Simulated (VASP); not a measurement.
# P2O (antifluorite type) (Fm-3m) in VASP: notebook

P2O (antifluorite type) is run at these levels: PBE; tasks: single point.

All numbers are computed with VASP 6.6.1; they aren't measurements. Logs are shortened: lines on timing, memory, paths and dates and some standing lists are left out, and cuts for length are marked.

## (1) The cell of the first run

Symmetry: Fm-3m, No. 225, cubic system. Conventional cell: a = 5.465 Å, b = 5.465 Å, c = 5.465 Å, α = 90.00°, β = 90.00°, γ = 90.00°. Within 3.1 Å of P (site symmetry -43m) lie 4 O at 2.37 Å and 6 P at 2.73 Å. Within 3.1 Å of O (site symmetry m-3m) lie 8 P at 2.37 Å.

## (2) Single point, PBE

INCAR

```
SYSTEM = P2O
  ALGO = Normal
  EDIFF = 1E-7
  ENCUT = 520
  GGA = PE
  ISIF = 2
  ISMEAR = -1
  LASPH = .TRUE.
  LCHARG = .FALSE.
  LREAL = .FALSE.
  LWAVE = .FALSE.
  NBANDS = 15
  NELM = 80
  PREC = Accurate
  SIGMA = 0.06122561905347299
```

KPOINTS

```
k-points
0
G
  18 18 18
  0 0 0
```

POSCAR

```
P2O
1.0
    0.0000000000      2.7327151942      2.7327151942
    2.7327151942      0.0000000000      2.7327151942
    2.7327151942      2.7327151942      0.0000000000
P O
2 1
Direct
    0.2500000000      0.2500000000      0.2500000000
    0.7500000000      0.7500000000      0.7500000000
    0.0000000000      0.0000000000      0.0000000000
```

Potentials or basis: VASP PAW PBE potentials, release 64 (P, O).

Command:

```bash
> cat potpaw_PBE.64/P/POTCAR potpaw_PBE.64/O/POTCAR > POTCAR
> mpirun -np 1 vasp_std > vasp.out
```

OUTCAR:

```text
SYSTEM = P2O
   EDIFF = 1E-7
   ENCUT = 520
   GGA = PE
   ISIF = 2
   ISMEAR = -1
   LASPH = .TRUE.
   LREAL = .FALSE.
   NELM = 80
   PREC = Accurate

 ion  position               nearest neighbor table
   1  0.250  0.250  0.250-   3 2.37   3 2.37   3 2.37   3 2.37   2 2.73   2 2.73   2 2.73   2 2.73
                             2 2.73   2 2.73
   2  0.750  0.750  0.750-   3 2.37   3 2.37   3 2.37   3 2.37   1 2.73   1 2.73   1 2.73   1 2.73
                             1 2.73   1 2.73
   3  0.000  0.000  0.000-   2 2.37   2 2.37   2 2.37   1 2.37   1 2.37   1 2.37   2 2.37   1 2.37

  LATTYP: Found a face centered cubic cell.
 ALAT       =     5.4654303884

  Lattice vectors:

 A1 = (   0.0000000000,   2.7327151942,   2.7327151942)
 A2 = (   2.7327151942,   0.0000000000,   2.7327151942)
 A3 = (   2.7327151942,   2.7327151942,   0.0000000000)

Analysis of symmetry for initial positions (statically):
=====================================================================
 Subroutine PRICEL returns:
 Original cell was already a primitive cell.

 Routine SETGRP: Setting up the symmetry group for a
 face centered cubic supercell.

 Subroutine GETGRP returns: Found 48 space group operations
 (whereof 48 operations were pure point group operations)
 out of a pool of 48 trial point group operations.

The static configuration has the point symmetry O_h .

Analysis of symmetry for dynamics (positions and initial velocities):
=====================================================================
 Subroutine PRICEL returns:
 Original cell was already a primitive cell.

 Routine SETGRP: Setting up the symmetry group for a
 face centered cubic supercell.

 Subroutine GETGRP returns: Found 48 space group operations
 (whereof 48 operations were pure point group operations)
 out of a pool of 48 trial point group operations.

The dynamic configuration has the point symmetry O_h .

 Subroutine INISYM returns: Found 48 space group operations
 (whereof 48 operations are pure point group operations),
 and found     1 'primitive' translations

----------------------------------------------------------------------------------------

                                     Primitive cell

  volume of cell :      40.8144

  direct lattice vectors                    reciprocal lattice vectors
     0.000000000  2.732715194  2.732715194    -0.182968207  0.182968207  0.182968207
     2.732715194  0.000000000  2.732715194     0.182968207 -0.182968207  0.182968207
     2.732715194  2.732715194  0.000000000     0.182968207  0.182968207 -0.182968207

  length of vectors
     3.864642890  3.864642890  3.864642890     0.316910231  0.316910231  0.316910231

  position of ions in fractional coordinates (direct lattice)
     0.250000000  0.250000000  0.250000000
     0.750000000  0.750000000  0.750000000
     0.000000000  0.000000000  0.000000000

  ion indices of the primitive-cell ions
   primitive index   ion index
                 1           1
                 2           2
                 3           3

----------------------------------------------------------------------------------------

 KPOINTS: k-points

Automatic generation of k-mesh.
 Grid dimensions read from file:
 generate k-points for:   18   18   18

 Generating k-lattice:

  Cartesian coordinates                     Fractional coordinates (reciprocal lattice)
    -0.010164900  0.010164900  0.010164900     0.055555556  0.000000000  0.000000000
     0.010164900 -0.010164900  0.010164900     0.000000000  0.055555556  0.000000000
     0.010164900  0.010164900 -0.010164900     0.000000000  0.000000000  0.055555556

  Length of vectors
     0.017606124  0.017606124  0.017606124

  Shift w.r.t. Gamma in fractional coordinates (k-lattice)
     0.000000000  0.000000000  0.000000000

 Subroutine IBZKPT returns following result:
 ===========================================

 Found    195 irreducible k-points:

 Following reciprocal coordinates:
            Coordinates               Weight
  0.000000  0.000000  0.000000      1.000000
  0.055556  0.000000  0.000000      8.000000
  0.111111  0.000000  0.000000      8.000000
  0.166667  0.000000  0.000000      8.000000
  0.222222  0.000000  0.000000      8.000000
  0.277778  0.000000  0.000000      8.000000
[... 16 lines left out ...]
 -0.277778  0.055556  0.000000     24.000000
 -0.222222  0.055556  0.000000     24.000000
 [... further k-points ...]
   k-points           NKPTS =    195   k-points in BZ     NKDIM =    195   number of bands    NBANDS=     15
   number of dos      NEDOS =    301   number of ions     NIONS =      3
   total plane-waves  NPLWV =  27000
   dimension x,y,z NGX =    30 NGY =   30 NGZ =   30
   dimension x,y,z NGXF=    60 NGYF=   60 NGZF=   60
   ions per type =               2   1
   NGX,Y,Z   is equivalent  to a cutoff of  12.91, 12.91, 12.91 a.u.
   NGXF,Y,Z  is equivalent  to a cutoff of  25.81, 25.81, 25.81 a.u.
 SYSTEM =  P2O
   PREC   = accura    normal or accurate (medium, high low for compatibility)
   ISTART =      0    job   : 0-new  1-cont  2-samecut
   ICHARG =      2    charge: 1-file 2-atom 10-const
   ISPIN  =      1    spin polarized calculation?
   LNONCOLLINEAR =      F non collinear calculations
   LSORBIT =      F    spin-orbit coupling
   LASPH  =      T    aspherical Exc in radial PAW
   ENCUT  =  520.0 eV  38.22 Ry    6.18 a.u.   7.19  7.19  7.19*2*pi/ulx,y,z
   NELM   =     80;   NELMIN=  2; NELMDL= -5     # of ELM steps
   EDIFF  = 0.1E-06   stopping-criterion for ELM
   LREAL  =      F    real-space projection
   EDIFFG = 0.1E-05   stopping-criterion for IOM
   NSW    =      0    number of steps for IOM
   IBRION =     -1    ionic relax: 0-MD 1-quasi-New 2-CG
   NFREE  =      0    steps in history (QN), initial steepest desc. (CG)
   ISIF   =      2    stress and relaxation
   ISYM   =      2    0-nonsym 1-usesym 2-fastsym
   POTIM  = 0.5000    time-step for ionic-motion
   TEBEG  =    0.0;   TEEND  =   0.0 temperature during run
   PSTRESS=    0.0 pullay stress
   NELECT =      16.0000    total number of electrons
   NUPDOWN=      -1.0000    fix difference up-down
   EMIN   =  10.00;   EMAX   =-10.00  energy-range for DOS
   EFERMI =   0.00;   METHOD = LEGACY
   ISMEAR =    -1;   SIGMA  =   0.06  broadening in eV -4-tet -1-fermi 0-gaus
   EFERMI_NEDOS =   21; number of points for ismear=-14 and -15
   IALGO  =     38    algorithm
   IMIX   =      4    mixing-type and parameters
     AMIX     =   0.40;   BMIX     =  1.00
     AMIX_MAG =   1.60;   BMIX_MAG =  1.00
  volume/ion in A,a.u.               =      13.60        91.81
  Fermi-wavevector in a.u.,A,eV,Ry     =   1.198148  2.264171 19.531960  1.435559
  Thomas-Fermi vector in A             =   2.334044
   LORBIT       =      0    0 simple, 1 ext, 2 COOP (PROOUT), +10 PAW based schemes
   GGA     = PE    functional components
   LHFCALC =     F    Hartree Fock is set to
   AEXX    =    0.0000 exact exchange contribution
   IVDW    =     0    specifies the selected vdW correction
   LEPSILON=     F    determine dielectric tensor
   LRPA    =     F    only Hartree local field effects (RPA)
 non-spin polarized calculation
  energy-cutoff  :      520.00
  volume of cell :       40.81
 maximum number of plane-waves:      1114
 NGX is ok and might be reduce to    30
   NGX = 15   NGY = 15   NGZ = 15

 number of electron      15.9999994 magnetization

 Free energy of the ion-electron system (eV)
  ---------------------------------------------------
  ext. energy  EPLUGINS =         0.00000000
  ---------------------------------------------------
  free energy    TOTEN  =       -12.86873283 eV

  energy without entropy =      -12.84501799  energy(sigma->0) =      -12.85687541

 E-fermi :   7.1214     XC(G=0): -11.0045

 val. band max:        7.1198289752   @ k =   0.3889   0.2778   0.0000
 cond. band min:       7.1237483358   @ k =   0.2778   0.1667   0.0000
 fundamental gap:      0.0039193606
 Fermi energy:         7.1213977361

 k-point     1 :       0.0000    0.0000    0.0000
  band No.  band energies     occupation
      1     -12.4025      2.00000
      2      -3.9943      2.00000
      3       1.9750      2.00000
      4       2.6151      2.00000
      5       2.6151      2.00000
      6       2.6151      2.00000
      7       4.7891      2.00000
      8       4.7891      2.00000
      9       4.7891      2.00000
     10      10.5686      0.00000
     11      10.5686      0.00000
     12      10.5686      0.00000
     13      13.5830      0.00000
     14      13.5830      0.00000
     15      17.2104      0.00000

 k-point     2 :       0.0556    0.0000    0.0000
  band No.  band energies     occupation
      1     -12.3848      2.00000
      2      -4.0164      2.00000
      3       1.7399      2.00000
      4       2.5685      2.00000
      5       2.5685      2.00000
      6       2.5811      2.00000
      7       4.8556      2.00000
      8       4.8556      2.00000
      9       5.1372      2.00000
     10      10.3963      0.00000
     11      10.3963      0.00000
     12      10.5088      0.00000
     13      13.8575      0.00000
     14      13.8575      0.00000
     15      16.9585      0.00000

 k-point     3 :       0.1111    0.0000    0.0000
  band No.  band energies     occupation
      1     -12.3325      2.00000
      2      -4.0781      2.00000
      3       1.0988      2.00000
      4       2.4485      2.00000
      5       2.4485      2.00000
      6       2.7189      2.00000
      7       5.0296      2.00000
      8       5.0296      2.00000
      9       5.8584      2.00000
     10      10.0178      0.00000
     11      10.0178      0.00000
     12      10.3580      0.00000
     13      14.5449      0.00000
     14      14.5449      0.00000
     15      16.5815      0.00000
[... 343 lines left out ...]
 k-point    23 :      -0.2778    0.0556    0.0000
  band No.  band energies     occupation
      1     -11.9765      2.00000
      2      -4.4115      2.00000
      3      -1.3299      2.00000
      4       1.8688      2.00000
      5       2.0534      2.00000
      6       3.9460      2.00000
      7       5.6917      2.00000
      8       5.8443      2.00000
      9       7.7819      0.00004
     10       8.6752      0.00000
     11       9.0893      0.00000
     12      10.3605      0.00000
     13      15.4942      0.00000
     14      17.3234      0.00000
     15      17.4752      0.00000

 k-point    24 :      -0.2222    0.0556    0.0000
  band No.  band energies     occupation
      1     -12.0937      2.00000
      2      -4.3156      2.00000
      3      -0.7056      2.00000
      4       1.9848      2.00000
      5       2.2083      2.00000
      6       3.4641      2.00000
      7       5.5143      2.00000
      8       5.7288      2.00000
      9       7.4810      0.00561
     10       8.7864      0.00000
     11       9.2314      0.00000
     12      10.4987      0.00000
     13      15.5170      0.00000
     14      16.4646      0.00000
     15      17.1240      0.00000

 [... further k-points ...]
[... 5 lines left out ...]
  --------------------------------------------------------------------------------------
  -------------------------------------------------------------------------------------
  Total       -0.5248450     -0.5248450     -0.5248450      0.0000000      0.0000000     -0.0000000
  in kB      -20.6029099    -20.6029099    -20.6029099      0.0000000      0.0000000     -0.0000000
  external PRESSURE =     -20.6029099 kB  Pullay stress =       0.0000000 kB

 VOLUME and BASIS-vectors are now :
 -----------------------------------------------------------------------------
  energy-cutoff  :      520.00
  volume of cell :       40.81
      direct lattice vectors                 reciprocal lattice vectors
     0.000000000  2.732715194  2.732715194    -0.182968207  0.182968207  0.182968207
     2.732715194  0.000000000  2.732715194     0.182968207 -0.182968207  0.182968207
     2.732715194  2.732715194  0.000000000     0.182968207  0.182968207 -0.182968207

 POSITION                                       TOTAL-FORCE (eV/Angst)
 -----------------------------------------------------------------------------------
      1.36636      1.36636      1.36636        -0.000000      0.000000     -0.000000
      4.09907      4.09907      4.09907         0.000000     -0.000000      0.000000
      0.00000      0.00000      0.00000         0.000000     -0.000000     -0.000000
 -----------------------------------------------------------------------------------
    total drift:                                0.000000     -0.000000     -0.000000

  FREE ENERGIE OF THE ION-ELECTRON SYSTEM (eV)
  ---------------------------------------------------
  free  energy   TOTEN  =       -12.8687328342 eV

  energy  without entropy=      -12.8450179858  energy(sigma->0) =      -12.85687541
```

Run time: 64 s. Hardware: 1 thread of AMD EPYC 9R45 (Zen 5), shared host; peak memory 0.2 GiB.

What came out:

* Free energy: -12.8687 eV
* Pressure: -2.1 GPa
* Band gap on the k mesh: zero (bands 8 and 9 overlap by 3.14 eV)

Levels at points of the mesh, in eV from the Fermi level:
```
           k point  band 6  band 7  band 8  band 9  band 10  band 11
(0.00, 0.00, 0.00)   -4.51   -2.33   -2.33   -2.33     3.45     3.45
(0.50, 0.00, 0.00)   -1.66   -1.35   -1.35    0.74     1.95     2.03
(0.50, 0.50, 0.00)   -4.80   -1.09    0.81    0.81     4.49     4.49
```

## (3) Single point, PBE

INCAR

```
PREC = Accurate ; ENCUT = 520
EDIFF = 1E-6 ; ISMEAR = -1
SIGMA = 0.06122561905347299 ; LREAL = False
LASPH = True ; NELM = 80
ALGO = Normal ; ISIF = 2
LWAVE = False ; LCHARG = False
GGA = PE ; NBANDS = 15
```

KPOINTS

```
regular mesh
0
Gamma
  18 18 18
```

POSCAR is that of step 2.

Potentials or basis: VASP PAW PBE potentials, release 64 (P, O).

Command:

```bash
> cat potpaw_PBE.64/P/POTCAR potpaw_PBE.64/O/POTCAR > POTCAR
> mpirun -np 1 vasp_std > vasp.out
```

It took 54 s on 1 thread of AMD EPYC 9R45 (Zen 5), shared host; peak memory 0.2 GiB.

Results (log left out):

| Property | Result |
| --- | --- |
| Free energy | -12.8687 eV |
| Pressure | -2.1 GPa |
| Band gap on the k mesh | zero (bands 8 and 9 overlap by 3.14 eV) |

Levels at points of the mesh, in eV from the Fermi level:
| k point | band 6 | band 7 | band 8 | band 9 | band 10 | band 11 |
| --- | --- | --- | --- | --- | --- | --- |
| (0.00, 0.00, 0.00) | -4.51 | -2.33 | -2.33 | -2.33 | 3.45 | 3.45 |
| (0.50, 0.00, 0.00) | -1.66 | -1.35 | -1.35 | 0.74 | 1.95 | 2.03 |
| (0.50, 0.50, 0.00) | -4.80 | -1.09 | 0.81 | 0.81 | 4.49 | 4.49 |
